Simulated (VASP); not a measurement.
# Al (Fm-3m) in VASP: a series of runs, part 4 of 4

VASP 6.6.1.

## Step 5: Single point, PBEsol (volume scaled by 0.45)

INCAR reads:

```
PREC = Accurate
ENCUT = 520
EDIFF = 1E-7
ISMEAR = -1
SIGMA = 0.1
LREAL = F
LASPH = T
NELM = 100
ALGO = Normal
ISIF = 2
LWAVE = F
LCHARG = F
GGA = PS
NBANDS = 8
```

KPOINTS reads:

```
Automatic mesh
0
Gamma
  16 16 16
```

POSCAR reads:

```
Al
1.0
    0.0000000000      1.5382496840      1.5382496840
    1.5382496840      0.0000000000      1.5382496840
    1.5382496840      1.5382496840      0.0000000000
Al
1
Direct
    0.0000000000      0.0000000000      0.0000000000
```

Potentials or basis: VASP PAW PBE potentials, release 64 (Al).

Command:

```bash
> cat potpaw_PBE.64/Al/POTCAR > POTCAR
> mpirun -np 1 vasp_std > vasp.out
```

OUTCAR:

```text
PREC = Accurate
   ENCUT = 520
   EDIFF = 1E-7
   ISMEAR = -1
   LREAL = F
   LASPH = T
   NELM = 100
   ISIF = 2
   GGA = PS

 ion  position               nearest neighbor table
   1  0.000  0.000  0.000-

  LATTYP: Found a face centered cubic cell.
 ALAT       =     3.0764993680

  Lattice vectors:

 A1 = (   0.0000000000,   1.5382496840,   1.5382496840)
 A2 = (   1.5382496840,   0.0000000000,   1.5382496840)
 A3 = (   1.5382496840,   1.5382496840,   0.0000000000)

Analysis of symmetry for initial positions (statically):
=====================================================================
 Subroutine PRICEL returns:
 Original cell was already a primitive cell.

 Routine SETGRP: Setting up the symmetry group for a
 face centered cubic supercell.

 Subroutine GETGRP returns: Found 48 space group operations
 (whereof 48 operations were pure point group operations)
 out of a pool of 48 trial point group operations.

The static configuration has the point symmetry O_h .

Analysis of symmetry for dynamics (positions and initial velocities):
=====================================================================
 Subroutine PRICEL returns:
 Original cell was already a primitive cell.

 Routine SETGRP: Setting up the symmetry group for a
 face centered cubic supercell.

 Subroutine GETGRP returns: Found 48 space group operations
 (whereof 48 operations were pure point group operations)
 out of a pool of 48 trial point group operations.

The dynamic configuration has the point symmetry O_h .

 Subroutine INISYM returns: Found 48 space group operations
 (whereof 48 operations are pure point group operations),
 and found     1 'primitive' translations

----------------------------------------------------------------------------------------

                                     Primitive cell

  volume of cell :       7.2797

  direct lattice vectors                    reciprocal lattice vectors
     0.000000000  1.538249684  1.538249684    -0.325044760  0.325044760  0.325044760
     1.538249684  0.000000000  1.538249684     0.325044760 -0.325044760  0.325044760
     1.538249684  1.538249684  0.000000000     0.325044760  0.325044760 -0.325044760

  length of vectors
     2.175413565  2.175413565  2.175413565     0.562994040  0.562994040  0.562994040

  position of ions in fractional coordinates (direct lattice)
     0.000000000  0.000000000  0.000000000

  ion indices of the primitive-cell ions
   primitive index   ion index
                 1           1

----------------------------------------------------------------------------------------

 KPOINTS: Automatic mesh

Automatic generation of k-mesh.
 Grid dimensions read from file:
 generate k-points for:   16   16   16

 Generating k-lattice:

  Cartesian coordinates                     Fractional coordinates (reciprocal lattice)
    -0.020315298  0.020315298  0.020315298     0.062500000  0.000000000  0.000000000
     0.020315298 -0.020315298  0.020315298     0.000000000  0.062500000  0.000000000
     0.020315298  0.020315298 -0.020315298     0.000000000  0.000000000  0.062500000

  Length of vectors
     0.035187127  0.035187127  0.035187127

  Shift w.r.t. Gamma in fractional coordinates (k-lattice)
     0.000000000  0.000000000  0.000000000

 Subroutine IBZKPT returns following result:
 ===========================================

 Found    145 irreducible k-points:

 Following reciprocal coordinates:
            Coordinates               Weight
  0.000000  0.000000  0.000000      1.000000
  0.062500  0.000000  0.000000      8.000000
  0.125000  0.000000  0.000000      8.000000
  0.187500  0.000000  0.000000      8.000000
  0.250000  0.000000  0.000000      8.000000
  0.312500  0.000000  0.000000      8.000000
[... 16 lines left out ...]
 -0.125000  0.062500  0.000000     24.000000
 -0.062500  0.062500  0.000000     12.000000
 [... further k-points ...]
   k-points           NKPTS =    145   k-points in BZ     NKDIM =    145   number of bands    NBANDS=      8
   number of dos      NEDOS =    301   number of ions     NIONS =      1
   total plane-waves  NPLWV =   4096
   dimension x,y,z NGX =    16 NGY =   16 NGZ =   16
   dimension x,y,z NGXF=    32 NGYF=   32 NGZF=   32
   ions per type =               1
   NGX,Y,Z   is equivalent  to a cutoff of  12.23, 12.23, 12.23 a.u.
   NGXF,Y,Z  is equivalent  to a cutoff of  24.45, 24.45, 24.45 a.u.
 SYSTEM =  unknown system
   PREC   = accura    normal or accurate (medium, high low for compatibility)
   ISTART =      0    job   : 0-new  1-cont  2-samecut
   ICHARG =      2    charge: 1-file 2-atom 10-const
   ISPIN  =      1    spin polarized calculation?
   LNONCOLLINEAR =      F non collinear calculations
   LSORBIT =      F    spin-orbit coupling
   LASPH  =      T    aspherical Exc in radial PAW
   ENCUT  =  520.0 eV  38.22 Ry    6.18 a.u.   4.04  4.04  4.04*2*pi/ulx,y,z
   NELM   =    100;   NELMIN=  2; NELMDL= -5     # of ELM steps
   EDIFF  = 0.1E-06   stopping-criterion for ELM
   LREAL  =      F    real-space projection
   EDIFFG = 0.1E-05   stopping-criterion for IOM
   NSW    =      0    number of steps for IOM
   IBRION =     -1    ionic relax: 0-MD 1-quasi-New 2-CG
   NFREE  =      0    steps in history (QN), initial steepest desc. (CG)
   ISIF   =      2    stress and relaxation
   ISYM   =      2    0-nonsym 1-usesym 2-fastsym
   POTIM  = 0.5000    time-step for ionic-motion
   TEBEG  =    0.0;   TEEND  =   0.0 temperature during run
   PSTRESS=    0.0 pullay stress
   NELECT =       3.0000    total number of electrons
   NUPDOWN=      -1.0000    fix difference up-down
   EMIN   =  10.00;   EMAX   =-10.00  energy-range for DOS
   EFERMI =   0.00;   METHOD = LEGACY
   ISMEAR =    -1;   SIGMA  =   0.10  broadening in eV -4-tet -1-fermi 0-gaus
   EFERMI_NEDOS =   21; number of points for ismear=-14 and -15
   IALGO  =     38    algorithm
   IMIX   =      4    mixing-type and parameters
     AMIX     =   0.40;   BMIX     =  1.00
     AMIX_MAG =   1.60;   BMIX_MAG =  1.00
  volume/ion in A,a.u.               =       7.28        49.13
  Fermi-wavevector in a.u.,A,eV,Ry     =   1.218274  2.302205 20.193662  1.484192
  Thomas-Fermi vector in A             =   2.353566
   LORBIT       =      0    0 simple, 1 ext, 2 COOP (PROOUT), +10 PAW based schemes
   GGA     = PS    functional components
   LHFCALC =     F    Hartree Fock is set to
   AEXX    =    0.0000 exact exchange contribution
   IVDW    =     0    specifies the selected vdW correction
   LEPSILON=     F    determine dielectric tensor
   LRPA    =     F    only Hartree local field effects (RPA)
 non-spin polarized calculation
  energy-cutoff  :      520.00
  volume of cell :        7.28
 maximum number of plane-waves:       206
   NGX =  9   NGY =  9   NGZ =  9

 number of electron       3.0000000 magnetization

 Free energy of the ion-electron system (eV)
  ---------------------------------------------------
  ext. energy  EPLUGINS =         0.00000000
  ---------------------------------------------------
  free energy    TOTEN  =         0.79945500 eV

  energy without entropy =        0.80794355  energy(sigma->0) =        0.80369927

 E-fermi :  19.4657     XC(G=0): -13.6992

 val. band max:       19.4467147287   @ k =  -0.2500   0.3125   0.1250
 cond. band min:      19.4693066092   @ k =  -0.3125   0.1875   0.0000
 fundamental gap:      0.0225918804
 Fermi energy:        19.4656843849

 k-point     1 :       0.0000    0.0000    0.0000
  band No.  band energies     occupation
      1       1.9265      2.00000
      2      37.8396      0.00000
      3      37.8396      0.00000
      4      37.8396      0.00000
      5      43.5527      0.00000
      6      47.6732      0.00000
      7      47.6732      0.00000
      8      47.6732      0.00000
[... 243 lines left out ...]
 k-point    24 :      -0.0625    0.0625    0.0000
  band No.  band energies     occupation
      1       2.4110      2.00000
      2      33.9605      0.00000
      3      36.4693      0.00000
      4      38.3214      0.00000
      5      45.5120      0.00000
      6      45.9082      0.00000
      7      46.6932      0.00000
      8      50.5104      0.00000

 [... further k-points ...]

------------------------ aborting loop because EDIFF is reached ----------------------------------------

  FORCE on cell =-STRESS in cart. coord.  units (eV):
  Direction    XX          YY          ZZ          XY          YZ          ZX
  --------------------------------------------------------------------------------------
  -------------------------------------------------------------------------------------
  Total       15.6437220     15.6437220     15.6437220     -0.0000000     -0.0000000      0.0000000
  in kB     3443.0249774   3443.0249774   3443.0249774     -0.0000000     -0.0000000      0.0000000
  external PRESSURE =    3443.0249774 kB  Pullay stress =       0.0000000 kB

 VOLUME and BASIS-vectors are now :
 -----------------------------------------------------------------------------
  energy-cutoff  :      520.00
  volume of cell :        7.28
      direct lattice vectors                 reciprocal lattice vectors
     0.000000000  1.538249684  1.538249684    -0.325044760  0.325044760  0.325044760
     1.538249684  0.000000000  1.538249684     0.325044760 -0.325044760  0.325044760
     1.538249684  1.538249684  0.000000000     0.325044760  0.325044760 -0.325044760

 POSITION                                       TOTAL-FORCE (eV/Angst)
 -----------------------------------------------------------------------------------
      0.00000      0.00000      0.00000         0.000000     -0.000000     -0.000000
 -----------------------------------------------------------------------------------
    total drift:                               -0.000000      0.000000      0.000000

  FREE ENERGIE OF THE ION-ELECTRON SYSTEM (eV)
  ---------------------------------------------------
  free  energy   TOTEN  =         0.7994549968 eV

  energy  without entropy=        0.8079435461  energy(sigma->0) =        0.80369927
```

Wall time 11 s (1 thread of AMD EPYC 7R13, shared host); peak memory 0.08 GiB.

What came out:

```
Free energy : 0.7995 eV
Pressure    : 344.3 GPa
```

Caveat: the PAW data sets were made with another functional, which shifts forces and pressure a little.

## Step 6: Summary

| task | spin | cell | cutoff (eV) | gap on the mesh (eV) | pressure (GPa) |
| --- | --- | --- | --- | --- | --- |
| relaxation of cell and atoms | off | relaxed from a = 2.839 Å, angles 60.0°, 1 atom | 600 | none | 0.0 |
| single point | non-collinear, zero start, SOC | a = 2.839 Å, angles 60.0°, 1 atom | 520 | - | 0.1 |
| single point | off | a = 2.175 Å, angles 60.0°, 1 atom | 520 | none | 344.3 |

Alike in all rows: level PBEsol; potentials or basis VASP PAW PBE potentials, release 64 (Al); k mesh 16 × 16 × 16; smearing fermi-dirac 0.1 eV.

Caveats: the PAW data sets were made with another functional, which shifts forces and pressure a little.

Total energies depend on the potentials used, so only differences within one code and one set of settings carry meaning.
